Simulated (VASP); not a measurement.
# Mn (Im-3m) in VASP: single point with PBE

Aim: the single point of Mn with PBE.

Program: VASP 6.6.1. These are calculated values, not measurements. Logs are shortened: lines on timing, memory, paths and dates and some standing lists are left out, and cuts for length are marked.

**1. The cell of the first run**

Symmetry: Im-3m, No. 229, cubic system. Conventional cell: a = 3.097 Å, b = 3.097 Å, c = 3.097 Å, α = 90.00°, β = 90.00°, γ = 90.00°. Within 3.5 Å of Mn (site symmetry m-3m) lie 14 Mn at 2.68 to 3.10 Å.

**2. Single point, PBE**

INCAR reads:

```
ALGO = Normal ; EDIFF = 1E-6
ENCUT = 500 ; GGA = PE
GGA_COMPAT = F ; ISIF = 2
ISMEAR = 1 ; LASPH = T
LCHARG = F ; LREAL = F
LWAVE = F ; NBANDS = 12
NELM = 120 ; PREC = Accurate
SIGMA = 0.0112
```

KPOINTS reads:

```
k-points
0
Gamma
  11 11 11
```

POSCAR reads:

```
Mn
1.0
   -1.5483270000      1.5483270000      1.5483270000
    1.5483270000     -1.5483270000      1.5483270000
    1.5483270000      1.5483270000     -1.5483270000
Mn
1
Direct
    0.0000000000      0.0000000000      0.0000000000
```

Potentials or basis: VASP PAW PBE potentials, release 64 (Mn_pv).

On the command line:

```bash
> cat potpaw_PBE.64/Mn_pv/POTCAR > POTCAR
> mpirun -np 1 vasp_std > vasp.out
```

OUTCAR:

```text
EDIFF = 1E-6
   ENCUT = 500
   GGA = PE
   ISIF = 2
   ISMEAR = 1
   LASPH = T
   LREAL = F
   NELM = 120
   PREC = Accurate

 ion  position               nearest neighbor table
   1  0.000  0.000  0.000-

  LATTYP: Found a body centered cubic cell.
 ALAT       =     3.0966540000

  Lattice vectors:

 A1 = (  -1.5483270000,   1.5483270000,   1.5483270000)
 A2 = (   1.5483270000,  -1.5483270000,   1.5483270000)
 A3 = (   1.5483270000,   1.5483270000,  -1.5483270000)

Analysis of symmetry for initial positions (statically):
=====================================================================
 Subroutine PRICEL returns:
 Original cell was already a primitive cell.

 Routine SETGRP: Setting up the symmetry group for a
 body centered cubic supercell.

 Subroutine GETGRP returns: Found 48 space group operations
 (whereof 48 operations were pure point group operations)
 out of a pool of 48 trial point group operations.

The static configuration has the point symmetry O_h .

Analysis of symmetry for dynamics (positions and initial velocities):
=====================================================================
 Subroutine PRICEL returns:
 Original cell was already a primitive cell.

 Routine SETGRP: Setting up the symmetry group for a
 body centered cubic supercell.

 Subroutine GETGRP returns: Found 48 space group operations
 (whereof 48 operations were pure point group operations)
 out of a pool of 48 trial point group operations.

The dynamic configuration has the point symmetry O_h .

 Subroutine INISYM returns: Found 48 space group operations
 (whereof 48 operations are pure point group operations),
 and found     1 'primitive' translations

----------------------------------------------------------------------------------------

                                     Primitive cell

  volume of cell :      14.8473

  direct lattice vectors                    reciprocal lattice vectors
    -1.548327000  1.548327000  1.548327000     0.000000000  0.322929200  0.322929200
     1.548327000 -1.548327000  1.548327000     0.322929200  0.000000000  0.322929200
     1.548327000  1.548327000 -1.548327000     0.322929200  0.322929200  0.000000000

  length of vectors
     2.681781031  2.681781031  2.681781031     0.456690855  0.456690855  0.456690855

  position of ions in fractional coordinates (direct lattice)
     0.000000000  0.000000000  0.000000000

  ion indices of the primitive-cell ions
   primitive index   ion index
                 1           1

----------------------------------------------------------------------------------------

 KPOINTS: k-points

Automatic generation of k-mesh.
 Grid dimensions read from file:
 generate k-points for:   11   11   11

 Generating k-lattice:

  Cartesian coordinates                     Fractional coordinates (reciprocal lattice)
     0.000000000  0.029357200  0.029357200     0.090909091  0.000000000  0.000000000
     0.029357200  0.000000000  0.029357200     0.000000000  0.090909091  0.000000000
     0.029357200  0.029357200  0.000000000     0.000000000  0.000000000  0.090909091

  Length of vectors
     0.041517350  0.041517350  0.041517350

  Shift w.r.t. Gamma in fractional coordinates (k-lattice)
     0.000000000  0.000000000  0.000000000

 Subroutine IBZKPT returns following result:
 ===========================================

 Found     56 irreducible k-points:

 Following reciprocal coordinates:
            Coordinates               Weight
  0.000000  0.000000  0.000000      1.000000
  0.090909  0.000000  0.000000     12.000000
  0.181818  0.000000  0.000000     12.000000
  0.272727  0.000000  0.000000     12.000000
  0.363636  0.000000  0.000000     12.000000
  0.454545  0.000000  0.000000     12.000000
[... 16 lines left out ...]
  0.272727  0.181818  0.090909     48.000000
  0.363636  0.181818  0.090909     24.000000
 [... further k-points ...]
   k-points           NKPTS =     56   k-points in BZ     NKDIM =     56   number of bands    NBANDS=     12
   number of dos      NEDOS =    301   number of ions     NIONS =      1
   total plane-waves  NPLWV =   8000
   dimension x,y,z NGX =    20 NGY =   20 NGZ =   20
   dimension x,y,z NGXF=    40 NGYF=   40 NGZF=   40
   ions per type =               1
   NGX,Y,Z   is equivalent  to a cutoff of  12.40, 12.40, 12.40 a.u.
   NGXF,Y,Z  is equivalent  to a cutoff of  24.80, 24.80, 24.80 a.u.
 SYSTEM =  unknown system
   PREC   = accura    normal or accurate (medium, high low for compatibility)
   ISTART =      0    job   : 0-new  1-cont  2-samecut
   ICHARG =      2    charge: 1-file 2-atom 10-const
   ISPIN  =      1    spin polarized calculation?
   LNONCOLLINEAR =      F non collinear calculations
   LSORBIT =      F    spin-orbit coupling
   LASPH  =      T    aspherical Exc in radial PAW
   ENCUT  =  500.0 eV  36.75 Ry    6.06 a.u.   4.89  4.89  4.89*2*pi/ulx,y,z
   NELM   =    120;   NELMIN=  2; NELMDL= -5     # of ELM steps
   EDIFF  = 0.1E-05   stopping-criterion for ELM
   LREAL  =      F    real-space projection
   EDIFFG = 0.1E-04   stopping-criterion for IOM
   NSW    =      0    number of steps for IOM
   IBRION =     -1    ionic relax: 0-MD 1-quasi-New 2-CG
   NFREE  =      0    steps in history (QN), initial steepest desc. (CG)
   ISIF   =      2    stress and relaxation
   ISYM   =      2    0-nonsym 1-usesym 2-fastsym
   POTIM  = 0.5000    time-step for ionic-motion
   TEBEG  =    0.0;   TEEND  =   0.0 temperature during run
   PSTRESS=    0.0 pullay stress
   NELECT =      13.0000    total number of electrons
   NUPDOWN=      -1.0000    fix difference up-down
   EMIN   =  10.00;   EMAX   =-10.00  energy-range for DOS
   EFERMI =   0.00;   METHOD = LEGACY
   ISMEAR =     1;   SIGMA  =   0.01  broadening in eV -4-tet -1-fermi 0-gaus
   EFERMI_NEDOS =   21; number of points for ismear=-14 and -15
   IALGO  =     38    algorithm
   IMIX   =      4    mixing-type and parameters
     AMIX     =   0.40;   BMIX     =  1.00
     AMIX_MAG =   1.60;   BMIX_MAG =  1.00
  volume/ion in A,a.u.               =      14.85       100.19
  Fermi-wavevector in a.u.,A,eV,Ry     =   1.566174  2.959639 33.373732  2.452900
  Thomas-Fermi vector in A             =   2.668541
   LORBIT       =      0    0 simple, 1 ext, 2 COOP (PROOUT), +10 PAW based schemes
   GGA     = PE    functional components
   LHFCALC =     F    Hartree Fock is set to
   AEXX    =    0.0000 exact exchange contribution
   IVDW    =     0    specifies the selected vdW correction
   LEPSILON=     F    determine dielectric tensor
   LRPA    =     F    only Hartree local field effects (RPA)
 non-spin polarized calculation
 Methfessel and Paxton  Order N= 1 SIGMA  =   0.01
  energy-cutoff  :      500.00
  volume of cell :       14.85
 maximum number of plane-waves:       385
   NGX =  9   NGY =  9   NGZ =  9

 number of electron      13.0000004 magnetization

 Free energy of the ion-electron system (eV)
  ---------------------------------------------------
  ext. energy  EPLUGINS =         0.00000000
  ---------------------------------------------------
  free energy    TOTEN  =        -8.09725389 eV

  energy without entropy =       -8.09729965  energy(sigma->0) =       -8.09726914

 E-fermi :   6.7784     XC(G=0): -12.1747

 val. band max:        6.7775381914   @ k =  -0.2727   0.2727   0.1818
 cond. band min:       6.7895900869   @ k =   0.2727   0.0909   0.0000
 fundamental gap:      0.0120518955
 Fermi energy:         6.7784003967

 k-point     1 :       0.0000    0.0000    0.0000
  band No.  band energies     occupation
      1     -41.2494      2.00000
      2     -41.2494      2.00000
      3     -41.2494      2.00000
      4      -0.2930      2.00000
      5       5.7304      2.00000
      6       5.7304      2.00000
      7       5.7304      2.00000
      8       6.9813     -0.00000
      9       6.9813     -0.00000
     10      27.8145      0.00000
     11      27.8145      0.00000
     12      27.8145      0.00000

 k-point     2 :       0.0909    0.0000    0.0000
  band No.  band energies     occupation
      1     -41.2699      2.00000
      2     -41.2563      2.00000
      3     -41.2493      2.00000
      4      -0.0095      2.00000
      5       5.6533      2.00000
      6       5.7186      2.00000
      7       5.8782      2.00000
      8       6.9061     -0.00000
      9       6.9874     -0.00000
     10      26.2531      0.00000
     11      27.4242      0.00000
     12      27.6940      0.00000

 k-point     3 :       0.1818    0.0000    0.0000
  band No.  band energies     occupation
      1     -41.3246      2.00000
      2     -41.2750      2.00000
      3     -41.2491      2.00000
      4       0.8010      2.00000
      5       5.4511      2.00000
      6       5.6419      2.00000
      7       6.2931      2.00000
      8       6.7918     -0.07069
      9       7.0092      0.00000
     10      22.9439      0.00000
     11      26.0157      0.00000
     12      27.4415      0.00000

 k-point     4 :       0.2727    0.0000    0.0000
  band No.  band energies     occupation
      1     -41.3957      2.00000
      2     -41.2993      2.00000
      3     -41.2489      2.00000
      4       1.9704      2.00000
      5       5.1962      2.00000
      6       5.5531      2.00000
      7       6.8003     -0.01822
      8       6.8842     -0.00000
      9       7.0501      0.00000
     10      19.2936      0.00000
     11      24.3536      0.00000
     12      26.4756      0.00000

 k-point     5 :       0.3636    0.0000    0.0000
  band No.  band energies     occupation
      1     -41.4603      2.00000
      2     -41.3215      2.00000
      3     -41.2486      2.00000
      4       2.9998      2.00000
      5       4.9710      2.00000
      6       5.9335      2.00000
      7       6.8994     -0.00000
      8       7.1007      0.00000
      9       7.4887      0.00000
     10      15.9229      0.00000
     11      23.0692      0.00000
     12      24.6933      0.00000

 k-point     6 :       0.4545    0.0000    0.0000
  band No.  band energies     occupation
      1     -41.4985      2.00000
      2     -41.3348      2.00000
      3     -41.2485      2.00000
      4       3.3646      2.00000
      5       4.8408      2.00000
      6       6.8757     -0.00000
      7       7.0774      0.00000
      8       7.1372      0.00000
      9       7.8840      0.00000
     10      13.4750      0.00000
     11      22.3830      0.00000
     12      23.7048      0.00000

 k-point     7 :       0.0909    0.0909    0.0000
  band No.  band energies     occupation
      1     -41.3077      2.00000
      2     -41.2637      2.00000
      3     -41.2543      2.00000
      4       0.5392      2.00000
      5       5.5549      2.00000
      6       5.6105      2.00000
      7       6.1845      2.00000
      8       6.7911     -0.06785
      9       7.0191      0.00000
     10      24.4539      0.00000
     11      25.3668      0.00000
     12      28.1337      0.00000

 k-point     8 :       0.1818    0.0909   -0.0000
  band No.  band energies     occupation
      1     -41.3678      2.00000
      2     -41.2859      2.00000
      3     -41.2562      2.00000
      4       1.5483      2.00000
      5       5.3292      2.00000
      6       5.4671      2.00000
      7       6.7087      2.00000
      8       6.7401      2.00001
      9       7.0779      0.00000
     10      21.2244      0.00000
     11      23.5195      0.00000
     12      26.4080      0.00000
[... 166 lines left out ...]
 k-point    20 :       0.3636    0.0909    0.0909
  band No.  band energies     occupation
      1     -41.4796      2.00000
      2     -41.3445      2.00000
      3     -41.2678      2.00000
      4       3.7469      2.00000
      5       4.7747      2.00000
      6       5.9576      2.00000
      7       7.0005     -0.00000
      8       7.1462      0.00000
      9       9.3919      0.00000
     10      13.6258      0.00000
     11      20.0345      0.00000
     12      20.7506      0.00000

 k-point    21 :      -0.0909    0.0909    0.0909
  band No.  band energies     occupation
      1     -41.2754      2.00000
      2     -41.2633      2.00000
      3     -41.2633      2.00000
      4       0.2690      2.00000
      5       5.7267      2.00000
      6       5.7267      2.00000
      7       5.8815      2.00000
      8       6.7234      2.00000
      9       7.0775      0.00000
     10      25.6100      0.00000
     11      27.0983      0.00000
     12      27.0983      0.00000

 k-point    22 :       0.1818    0.1818    0.0909
  band No.  band energies     occupation
      1     -41.4452      2.00000
      2     -41.3125      2.00000
      3     -41.2810      2.00000
      4       3.5180      2.00000
      5       4.9088      2.00000
      6       4.9699      2.00000
      7       6.9568     -0.00000
      8       7.1003      0.00000
      9       8.4401      0.00000
     10      18.1736      0.00000
     11      18.5818      0.00000
     12      20.9665      0.00000

 k-point    23 :       0.2727    0.1818    0.0909
  band No.  band energies     occupation
      1     -41.4569      2.00000
      2     -41.3465      2.00000
      3     -41.2866      2.00000
      4       4.1205      2.00000
      5       4.7802      2.00000
      6       5.2041      2.00000
      7       7.0212      0.00000
      8       7.1555      0.00000
      9       9.7488      0.00000
     10      15.1796      0.00000
     11      17.5662      0.00000
     12      20.1166      0.00000

 k-point    24 :       0.3636    0.1818    0.0909
  band No.  band energies     occupation
      1     -41.4569      2.00000
      2     -41.3642      2.00000
      3     -41.2880      2.00000
      4       4.1695      2.00000
      5       4.7410      2.00000
      6       5.5016      2.00000
      7       7.0578      0.00000
      8       7.1711      0.00000
      9      10.9228      0.00000
     10      13.3115      0.00000
     11      17.2683      0.00000
     12      19.8347      0.00000

 [... further k-points ...]
[... 5 lines left out ...]
  --------------------------------------------------------------------------------------
  -------------------------------------------------------------------------------------
  Total       -3.9898776     -3.9898776     -3.9898776      0.0000000     -0.0000000      0.0000000
  in kB     -430.5485209   -430.5485209   -430.5485209      0.0000000     -0.0000000      0.0000000
  external PRESSURE =    -430.5485209 kB  Pullay stress =       0.0000000 kB

 VOLUME and BASIS-vectors are now :
 -----------------------------------------------------------------------------
  energy-cutoff  :      500.00
  volume of cell :       14.85
      direct lattice vectors                 reciprocal lattice vectors
    -1.548327000  1.548327000  1.548327000     0.000000000  0.322929200  0.322929200
     1.548327000 -1.548327000  1.548327000     0.322929200  0.000000000  0.322929200
     1.548327000  1.548327000 -1.548327000     0.322929200  0.322929200  0.000000000

 POSITION                                       TOTAL-FORCE (eV/Angst)
 -----------------------------------------------------------------------------------
      0.00000      0.00000      0.00000        -0.000000      0.000000     -0.000000
 -----------------------------------------------------------------------------------
    total drift:                                0.000000     -0.000000      0.000000

  FREE ENERGIE OF THE ION-ELECTRON SYSTEM (eV)
  ---------------------------------------------------
  free  energy   TOTEN  =        -8.0972538877 eV

  energy  without entropy=       -8.0972996547  energy(sigma->0) =       -8.09726914
```

Wall time 7.5 s (1 thread of Intel Xeon 6975P-C, shared host); peak memory 0.12 GiB.

What came out:

* Free energy: -8.0973 eV
* Pressure: -43.1 GPa

Caveat: the run has no spin polarisation, though such a crystal can be magnetic. Spin polarisation is off, so any magnetic state and its effect on volume and gap are missing.
